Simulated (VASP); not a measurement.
# Li2ZnO2 (P4/mbm) in VASP: further runs, part 2 of 2

VASP 6.6.1. The steps go on from the part before.

### 3 Single point, PBE

This run uses another cell than the first one, of 9.20 Å³/atom.

The input, INCAR:

```
PREC = Accurate ; ENCUT = 520
EDIFF = 1E-6 ; ISMEAR = 0
SIGMA = 0.1 ; LREAL = False
LASPH = True ; NELM = 60
ALGO = Normal ; ISIF = 2
LWAVE = False ; LCHARG = False
GGA = PE ; NBANDS = 41
```

The input, KPOINTS:

```
Automatic mesh
0
Gamma
  4 4 6
```

The input, POSCAR:

```
Li2ZnO2
1.0
    5.6101862001      0.0000000000      0.0000000000
    0.0000000000      5.6101862001      0.0000000000
    0.0000000000      0.0000000000      2.9238254339
Li Zn O
4 2 4
Direct
    0.6354158961      0.1354158961      0.5000000000
    0.3645841039      0.8645841039      0.5000000000
    0.1354158961      0.3645841039      0.5000000000
    0.8645841039      0.6354158961      0.5000000000
    0.5000000000      0.5000000000      0.0000000000
    0.0000000000      0.0000000000      0.0000000000
    0.1860977140      0.6860977140      0.0000000000
    0.8139022860      0.3139022860      0.0000000000
    0.6860977140      0.8139022860      0.0000000000
    0.3139022860      0.1860977140      0.0000000000
```

Potentials or basis: VASP PAW PBE potentials, release 64 (Li_sv, Zn, O).

Started as:

```console
cat potpaw_PBE.64/Li_sv/POTCAR potpaw_PBE.64/Zn/POTCAR potpaw_PBE.64/O/POTCAR > POTCAR
mpirun -np 1 vasp_std > vasp.out
```

OUTCAR:

```text
PREC = Accurate
   ENCUT = 520
   EDIFF = 1E-6
   ISMEAR = 0
   LREAL = False
   LASPH = True
   NELM = 60
   ISIF = 2
   GGA = PE

 ion  position               nearest neighbor table
   1  0.635  0.135  0.500-   8 2.04   8 2.04   2 2.15   5 2.63   5 2.63   6 2.63   6 2.63
   2  0.365  0.865  0.500-   7 2.04   7 2.04   1 2.15   5 2.63   5 2.63   6 2.63   6 2.63
   3  0.135  0.365  0.500-  10 2.04  10 2.04   4 2.15   5 2.63   5 2.63   6 2.63   6 2.63
   4  0.865  0.635  0.500-   9 2.04   9 2.04   3 2.15   5 2.63   5 2.63   6 2.63   6 2.63
   5  0.500  0.500  0.000-   7 2.05   8 2.05   9 2.05  10 2.05   1 2.63   2 2.63   3 2.63   4 2.63
                             1 2.63   2 2.63   3 2.63   4 2.63
   6  0.000  0.000  0.000-   7 2.05   8 2.05   9 2.05  10 2.05   1 2.63   2 2.63   3 2.63   4 2.63
                             1 2.63   2 2.63   3 2.63   4 2.63
   7  0.186  0.686  0.000-   2 2.04   2 2.04   6 2.05   5 2.05
   8  0.814  0.314  0.000-   1 2.04   1 2.04   6 2.05   5 2.05
   9  0.686  0.814  0.000-   4 2.04   4 2.04   6 2.05   5 2.05
  10  0.314  0.186  0.000-   3 2.04   3 2.04   6 2.05   5 2.05

  LATTYP: Found a simple tetragonal cell.
 ALAT       =     5.6101862001
 C/A-ratio  =     0.5211637064

  Lattice vectors:

 A1 = (   5.6101862001,   0.0000000000,   0.0000000000)
 A2 = (   0.0000000000,   5.6101862001,   0.0000000000)
 A3 = (   0.0000000000,   0.0000000000,   2.9238254339)

Analysis of symmetry for initial positions (statically):
=====================================================================
 Subroutine PRICEL returns:
 Original cell was already a primitive cell.

 Routine SETGRP: Setting up the symmetry group for a
 simple tetragonal supercell.

 Subroutine GETGRP returns: Found 16 space group operations
 (whereof  8 operations were pure point group operations)
 out of a pool of 16 trial point group operations.

The static configuration has the point symmetry C_4h.
 The point group associated with its full space group is D_4h.

Analysis of symmetry for dynamics (positions and initial velocities):
=====================================================================
 Subroutine PRICEL returns:
 Original cell was already a primitive cell.

 Routine SETGRP: Setting up the symmetry group for a
 simple tetragonal supercell.

 Subroutine GETGRP returns: Found 16 space group operations
 (whereof  8 operations were pure point group operations)
 out of a pool of 16 trial point group operations.

The dynamic configuration has the point symmetry C_4h.
 The point group associated with its full space group is D_4h.

 Subroutine INISYM returns: Found 16 space group operations
 (whereof  8 operations are pure point group operations),
 and found     1 'primitive' translations

----------------------------------------------------------------------------------------

                                     Primitive cell

  volume of cell :      92.0250

  direct lattice vectors                    reciprocal lattice vectors
     5.610186200  0.000000000  0.000000000     0.178247203  0.000000000  0.000000000
     0.000000000  5.610186200  0.000000000     0.000000000  0.178247203  0.000000000
[... 80 lines left out ...]
  0.500000  0.250000  0.500000      4.000000
  0.500000  0.500000  0.500000      1.000000
   k-points           NKPTS =     24   k-points in BZ     NKDIM =     24   number of bands    NBANDS=     41
   number of dos      NEDOS =    301   number of ions     NIONS =     10
   total plane-waves  NPLWV =  42336
   dimension x,y,z NGX =    42 NGY =   42 NGZ =   24
   dimension x,y,z NGXF=    84 NGYF=   84 NGZF=   48
   ions per type =               4   2   4
   NGX,Y,Z   is equivalent  to a cutoff of  12.45, 12.45, 13.65 a.u.
   NGXF,Y,Z  is equivalent  to a cutoff of  24.89, 24.89, 27.29 a.u.
 SYSTEM =  unknown system
   PREC   = accura    normal or accurate (medium, high low for compatibility)
   ISTART =      0    job   : 0-new  1-cont  2-samecut
   ICHARG =      2    charge: 1-file 2-atom 10-const
   ISPIN  =      1    spin polarized calculation?
   LNONCOLLINEAR =      F non collinear calculations
   LSORBIT =      F    spin-orbit coupling
   LASPH  =      T    aspherical Exc in radial PAW
   ENCUT  =  520.0 eV  38.22 Ry    6.18 a.u.  10.43 10.43  5.44*2*pi/ulx,y,z
   NELM   =     60;   NELMIN=  2; NELMDL= -5     # of ELM steps
   EDIFF  = 0.1E-05   stopping-criterion for ELM
   LREAL  =      F    real-space projection
   EDIFFG = 0.1E-04   stopping-criterion for IOM
   NSW    =      0    number of steps for IOM
   IBRION =     -1    ionic relax: 0-MD 1-quasi-New 2-CG
   NFREE  =      0    steps in history (QN), initial steepest desc. (CG)
   ISIF   =      2    stress and relaxation
   ISYM   =      2    0-nonsym 1-usesym 2-fastsym
   POTIM  = 0.5000    time-step for ionic-motion
   TEBEG  =    0.0;   TEEND  =   0.0 temperature during run
   PSTRESS=    0.0 pullay stress
   NELECT =      60.0000    total number of electrons
   NUPDOWN=      -1.0000    fix difference up-down
   EMIN   =  10.00;   EMAX   =-10.00  energy-range for DOS
   EFERMI =   0.00;   METHOD = LEGACY
   ISMEAR =     0;   SIGMA  =   0.10  broadening in eV -4-tet -1-fermi 0-gaus
   EFERMI_NEDOS =   21; number of points for ismear=-14 and -15
   IALGO  =     38    algorithm
   IMIX   =      4    mixing-type and parameters
     AMIX     =   0.40;   BMIX     =  1.00
     AMIX_MAG =   1.60;   BMIX_MAG =  1.00
  volume/ion in A,a.u.               =       9.20        62.10
  Fermi-wavevector in a.u.,A,eV,Ry     =   1.419569  2.682597 27.418146  2.015177
  Thomas-Fermi vector in A             =   2.540576
   LORBIT       =      0    0 simple, 1 ext, 2 COOP (PROOUT), +10 PAW based schemes
   GGA     = PE    functional components
   LHFCALC =     F    Hartree Fock is set to
   AEXX    =    0.0000 exact exchange contribution
   IVDW    =     0    specifies the selected vdW correction
   LEPSILON=     F    determine dielectric tensor
   LRPA    =     F    only Hartree local field effects (RPA)
 non-spin polarized calculation
 Gauss-broadening in eV      SIGMA  =   0.10
  energy-cutoff  :      520.00
  volume of cell :       92.03
 maximum number of plane-waves:      2492
 NGX is ok and might be reduce to    42
   NGX = 21   NGY = 21   NGZ = 11

 number of electron      60.0000078 magnetization

 Free energy of the ion-electron system (eV)
  ---------------------------------------------------
  ext. energy  EPLUGINS =         0.00000000
  ---------------------------------------------------
  free energy    TOTEN  =       -43.39308346 eV

  energy without entropy =      -43.39080933  energy(sigma->0) =      -43.39194640

 E-fermi :   2.8263     XC(G=0): -10.7775

 val. band max:        2.8002153625   @ k =   0.0000   0.0000   0.5000
 cond. band min:       2.8442958704   @ k =   0.0000   0.0000   0.5000
 fundamental gap:      0.0440805079
 Fermi energy:         2.8262679274

 k-point     1 :       0.0000    0.0000    0.0000
  band No.  band energies     occupation
      1     -41.8957      2.00000
      2     -41.8802      2.00000
      3     -41.7957      2.00000
      4     -41.7957      2.00000
      5     -15.0105      2.00000
      6     -14.2282      2.00000
[... 1045 lines left out ...]
     40      12.1961      0.00000
     41      14.4990      0.00000

------------------------ aborting loop because EDIFF is reached ----------------------------------------

  FORCE on cell =-STRESS in cart. coord.  units (eV):
  Direction    XX          YY          ZZ          XY          YZ          ZX
  --------------------------------------------------------------------------------------
  -------------------------------------------------------------------------------------
  Total        0.4084959      0.4084959      0.0029303      0.0000000     -0.0000000      0.0000000
  in kB        7.1120097      7.1120097      0.0510172      0.0000000     -0.0000000      0.0000000
  external PRESSURE =       4.7583456 kB  Pullay stress =       0.0000000 kB

 VOLUME and BASIS-vectors are now :
 -----------------------------------------------------------------------------
  energy-cutoff  :      520.00
  volume of cell :       92.03
      direct lattice vectors                 reciprocal lattice vectors
     5.610186200  0.000000000  0.000000000     0.178247203  0.000000000  0.000000000
     0.000000000  5.610186200  0.000000000     0.000000000  0.178247203  0.000000000
     0.000000000  0.000000000  2.923825434     0.000000000  0.000000000  0.342017683

 POSITION                                       TOTAL-FORCE (eV/Angst)
 -----------------------------------------------------------------------------------
      3.56480      0.75971      1.46191        -0.013584     -0.013584      0.000000
      2.04538      4.85048      1.46191         0.013584      0.013584      0.000000
      0.75971      2.04538      1.46191        -0.013584      0.013584      0.000000
      4.85048      3.56480      1.46191         0.013584     -0.013584     -0.000000
      2.80509      2.80509      0.00000         0.000000      0.000000      0.000000
      0.00000      0.00000      0.00000         0.000000      0.000000      0.000000
      1.04404      3.84914      0.00000        -0.025432     -0.025432      0.000000
      4.56614      1.76105      0.00000         0.025432      0.025432      0.000000
      3.84914      4.56614      0.00000        -0.025432      0.025432     -0.000000
      1.76105      1.04404      0.00000         0.025432     -0.025432      0.000000
 -----------------------------------------------------------------------------------
    total drift:                                0.000000     -0.000000     -0.000000

  FREE ENERGIE OF THE ION-ELECTRON SYSTEM (eV)
  ---------------------------------------------------
  free  energy   TOTEN  =       -43.3930834570 eV

  energy  without entropy=      -43.3908093348  energy(sigma->0) =      -43.39194640
```

Run time: 64 s. Hardware: 1 thread of AMD EPYC 9R14 (Zen 4), shared host; peak memory 0.21 GiB.

What came out:

| Item | Value |
| --- | --- |
| Free energy | -43.3931 eV |
| Largest force | 0.036 eV/Å |
| Band gap on the k mesh | 0.04 eV |

Forces in eV/Å, atoms in the order of the input:
```
Li  -0.014 -0.014  0.000
Li   0.014  0.014  0.000
Li  -0.014  0.014  0.000
Li   0.014 -0.014  0.000
Zn   0.000  0.000  0.000
Zn   0.000  0.000  0.000
O   -0.025 -0.025  0.000
O    0.025  0.025  0.000
O   -0.025  0.025  0.000
O    0.025 -0.025  0.000
```

Levels at points of the mesh, in eV from the valence-band top:
```tsv
k point	band 28	band 29	band 30	band 31	band 32	band 33
(0.00, 0.00, 0.00)	-0.83	-0.79	-0.20	0.08	4.45	5.45
(0.50, 0.00, 0.00)	-1.28	-0.80	-0.80	2.03	2.03	6.61
(0.50, 0.50, 0.00)	-1.12	-1.00	-1.00	2.77	2.77	5.89
(0.00, 0.00, 0.50)	-0.97	-0.97	0.00	0.04	3.41	4.05
(0.50, 0.00, 0.50)	-1.63	-0.87	-0.87	1.86	1.86	6.19
(0.50, 0.50, 0.50)	-2.81	-0.87	-0.87	2.16	2.16	6.93
```

Caveat: the cutoff is under 1.25 times the usual one of these potentials, so pressure, stress and relaxed cells hold a basis-set (Pulay) error; semilocal functionals underestimate gaps, and a narrow one can read as zero. A k mesh can miss the band edges.

### 4 Single point, PBE

This run uses another cell than the first one, of 9.21 Å³/atom.

The input, INCAR:

```
PREC = Accurate
ENCUT = 520
EDIFF = 1E-6
ISMEAR = 0
SIGMA = 0.01
LREAL = F
LASPH = T
NELM = 80
ALGO = Normal
ISIF = 2
LWAVE = F
LCHARG = F
GGA = PE
NBANDS = 41
```

The input, KPOINTS:

```
Automatic mesh
0
Gamma
  6 6 12
```

The input, POSCAR:

```
Li2ZnO2
1.0
    5.6135611017      0.0000000000      0.0000000000
    0.0000000000      5.6135611017      0.0000000000
    0.0000000000      0.0000000000      2.9241557691
Li Zn O
4 2 4
Direct
    0.6352197993      0.1352197993      0.5000000000
    0.3647802007      0.8647802007      0.5000000000
    0.1352197993      0.3647802007      0.5000000000
    0.8647802007      0.6352197993      0.5000000000
    0.5000000000      0.5000000000      0.0000000000
    0.0000000000      0.0000000000      0.0000000000
    0.1858977805      0.6858977805      0.0000000000
    0.8141022195      0.3141022195      0.0000000000
    0.6858977805      0.8141022195      0.0000000000
    0.3141022195      0.1858977805      0.0000000000
```

Started as:

```console
cat potpaw_PBE.64/Li_sv/POTCAR potpaw_PBE.64/Zn/POTCAR potpaw_PBE.64/O/POTCAR > POTCAR
mpirun -np 1 vasp_std > vasp.out
```

It took 3.1 min on 1 thread of AMD EPYC 9R14 (Zen 4), shared host; peak memory 0.31 GiB.

Results (log left out):

```
Free energy            : -43.3957 eV
Largest force          : 0.029 eV/Å
Band gap on the k mesh : 0.05 eV
```

Forces on the atoms (eV/Å):
```
Li  -0.009 -0.009  0.000
Li   0.009  0.009  0.000
Li  -0.009  0.009  0.000
Li   0.009 -0.009  0.000
Zn   0.000  0.000  0.000
Zn   0.000  0.000  0.000
O   -0.020 -0.020  0.000
O    0.020  0.020  0.000
O   -0.020  0.020  0.000
O    0.020 -0.020  0.000
```

Levels at points of the mesh, in eV from the valence-band top:
| k point | band 28 | band 29 | band 30 | band 31 | band 32 | band 33 |
| --- | --- | --- | --- | --- | --- | --- |
| (0.00, 0.00, 0.00) | -0.82 | -0.78 | -0.20 | 0.07 | 4.44 | 5.44 |
| (0.50, 0.00, 0.00) | -1.28 | -0.79 | -0.79 | 2.02 | 2.02 | 6.61 |
| (0.50, 0.50, 0.00) | -1.11 | -0.99 | -0.99 | 2.76 | 2.76 | 5.88 |
| (0.00, 0.00, 0.50) | -0.97 | -0.97 | 0.00 | 0.05 | 3.40 | 4.03 |
| (0.50, 0.00, 0.50) | -1.63 | -0.86 | -0.86 | 1.86 | 1.86 | 6.17 |
| (0.50, 0.50, 0.50) | -2.81 | -0.86 | -0.86 | 2.16 | 2.16 | 6.91 |

Caveat: the cutoff is under 1.25 times the usual one of these potentials, so pressure, stress and relaxed cells hold a basis-set (Pulay) error; semilocal functionals underestimate gaps, and a narrow one can read as zero. A k mesh can miss the band edges.

### 5 Relaxation of cell and atoms, PBE

The input, INCAR:

```
SYSTEM = Li2ZnO2
PREC = Accurate
ENCUT = 600
EDIFF = 1E-7
ISMEAR = 0
SIGMA = 0.1
LREAL = .FALSE.
LASPH = .TRUE.
NELM = 60
ALGO = Normal
ISIF = 3
LWAVE = .FALSE.
LCHARG = .FALSE.
GGA = PE
IBRION = 2
NSW = 90
EDIFFG = -0.04
```

The input, KPOINTS:

```
Automatic mesh
0
G
  4 4 6
  0 0 0
```

The input, POSCAR:

```
Li2ZnO2
1.0
    6.1517773400      0.0000000000      0.0000000000
    0.0000000000      6.1517773400      0.0000000000
    0.0000000000      0.0000000000      3.5163638000
Li Zn O
4 2 4
Direct
    0.6812019900      0.1812019900      0.5000000000
    0.3187980100      0.8187980100      0.5000000000
    0.1812019900      0.3187980100      0.5000000000
    0.8187980100      0.6812019900      0.5000000000
    0.5000000000      0.5000000000      0.0000000000
    0.0000000000      0.0000000000      0.0000000000
    0.1142020100      0.6142020100      0.0000000000
    0.8857979900      0.3857979900      0.0000000000
    0.6142020100      0.8857979900      0.0000000000
    0.3857979900      0.1142020100      0.0000000000
```

Started as:

```console
cat potpaw_PBE.64/Li_sv/POTCAR potpaw_PBE.64/Zn/POTCAR potpaw_PBE.64/O/POTCAR > POTCAR
mpirun -np 1 vasp_std > vasp.out
```

It took 25 min on 1 thread of AMD EPYC 9R14 (Zen 4), shared host; peak memory 0.31 GiB.

The run converged. Its results:

| Quantity | Value |
| --- | --- |
| Free energy | -43.4919 eV |
| Relaxed volume | 9.24 Å³/atom |
| Relaxed cell | a = 5.621 Å, b = 5.621 Å, c = 2.923 Å, α = 90.00°, β = 90.00°, γ = 90.00° |
| Space group after relaxing (to 0.1 Å) | P4/mbm (No. 127) |
| Energy gained by relaxing | 706.9 meV/atom |
| Ionic steps | 20 |
| Pressure after relaxing | -0.1 GPa |
| Largest force after relaxing | 0.020 eV/Å |
| Band gap on the k mesh | 0.07 eV (least direct gap 0.08 eV) |

Forces in eV/Å, atoms in the order of the input:
```
Li   0.011  0.011  0.000
Li  -0.011 -0.011  0.000
Li   0.011 -0.011  0.000
Li  -0.011  0.011  0.000
Zn   0.000  0.000  0.000
Zn   0.000  0.000  0.000
O   -0.014 -0.014  0.000
O    0.014  0.014  0.000
O   -0.014  0.014  0.000
O    0.014 -0.014  0.000
```

The path:
```
step  energy change (eV)  largest force (eV/Å)  pressure (GPa)  volume (Å³)
   1              0.0000                1.8226          -11.66       133.07
   2             -2.0454                2.7555           -9.20       115.28
   3             -2.7205                1.6145           50.89        71.55
   4             -3.8154                3.3350            2.33        94.48
   5             -3.8840                2.5143           26.84        78.94
   6             -4.1348                3.0858           13.54        85.47
   7             -5.0511                1.6295           17.48        82.55
   8             -5.3441                1.3867           24.54        79.65
   9             -6.3000                1.1085           12.29        85.17
  10             -6.8443                0.6852            0.08        93.15
  11             -6.8629                0.6088           -1.63        94.70
  12             -6.8639                0.5930           -1.96        95.02
  13             -6.9378                0.4898           -1.78        94.90
  14             -7.0384                0.1243           -0.90        94.50
  15             -7.0524                0.0982           -0.50        93.79
  16             -7.0637                0.0995            0.26        92.52
  17             -7.0638                0.1035            0.34        92.38
  18             -7.0665                0.0636           -0.14        92.58
  19             -7.0670                0.0406           -0.42        92.71
  20             -7.0686                0.0201           -0.15        92.35
```

Final structure:
```
CELL_PARAMETERS angstrom
5.62098 0.00000 0.00000
0.00000 5.62098 0.00000
0.00000 0.00000 2.92299
ATOMIC_POSITIONS crystal
Li 0.63484 0.13484 0.50000
Li 0.36516 0.86516 0.50000
Li 0.13484 0.36516 0.50000
Li 0.86516 0.63484 0.50000
Zn 0.50000 0.50000 0.00000
Zn 0.00000 0.00000 0.00000
O 0.18615 0.68615 0.00000
O 0.81385 0.31385 0.00000
O 0.68615 0.81385 0.00000
O 0.31385 0.18615 0.00000
```

Levels at points of the mesh, in eV from the valence-band top:
```
           k point  band 27  band 28  band 29  band 30  band 31  band 32  band 33  band 34
(0.00, 0.00, 0.00)    -0.80    -0.80    -0.76    -0.20     0.07     4.44     5.44     5.44
(0.50, 0.00, 0.00)    -1.27    -1.27    -0.77    -0.77     2.02     2.02     6.61     6.61
(0.50, 0.50, 0.00)    -1.09    -1.09    -0.97    -0.97     2.76     2.76     5.88     5.88
(0.00, 0.00, 0.50)    -1.42    -0.96    -0.96     0.00     0.08     3.41     4.03     8.84
(0.50, 0.00, 0.50)    -1.62    -1.62    -0.86    -0.86     1.88     1.88     6.16     6.16
(0.50, 0.50, 0.50)    -2.79    -2.79    -0.86    -0.86     2.18     2.18     6.90     6.90
```

Caveat: the cutoff is under 1.25 times the usual one of these potentials, so pressure, stress and relaxed cells hold a basis-set (Pulay) error; the volume moved by over 15 % at a fixed basis, so the end points are rough; semilocal functionals underestimate gaps, and a narrow one can read as zero.

### 6 Summary

| task | cell | k mesh | cutoff (eV) | smearing | gap on the mesh (eV) | largest force (eV/Å) |
| --- | --- | --- | --- | --- | --- | --- |
| single point | a = 6.152, b = 6.152, c = 3.516 Å, 10 atoms, atomic positions A | 4 × 4 × 6 | 520 | gaussian 0.1 eV | none | 1.82 |
| single point | a = 5.610, b = 5.610, c = 2.924 Å, 10 atoms, atomic positions B | 4 × 4 × 6 | 520 | gaussian 0.1 eV | 0.04 | 0.04 |
| single point | a = 5.614, b = 5.614, c = 2.924 Å, 10 atoms, atomic positions C | 6 × 6 × 12 | 520 | gaussian 0.01 eV | 0.05 | 0.03 |
| relaxation of cell and atoms | relaxed from a = 6.152, b = 6.152, c = 3.516 Å, 10 atoms, atomic positions A | 4 × 4 × 6 | 600 | gaussian 0.1 eV | 0.07 | 0.02 |

Alike in all rows: level PBE; potentials or basis VASP PAW PBE potentials, release 64 (Li_sv, Zn, O); no spin polarisation.

Caveats: the cutoff is under 1.25 times the usual one of these potentials, so pressure, stress and relaxed cells hold a basis-set (Pulay) error; semilocal functionals underestimate gaps, and a narrow one can read as zero; forces of over 1 eV/Å act on the atoms, so gaps and moduli don't describe the material at rest (at least some runs); the volume moved by over 15 % at a fixed basis, so the end points are rough (at least some runs).

Absolute energies hang on the potentials; compare differences alone.

The gap in the log of VASP goes by the Fermi energy; the results here count the filled bands.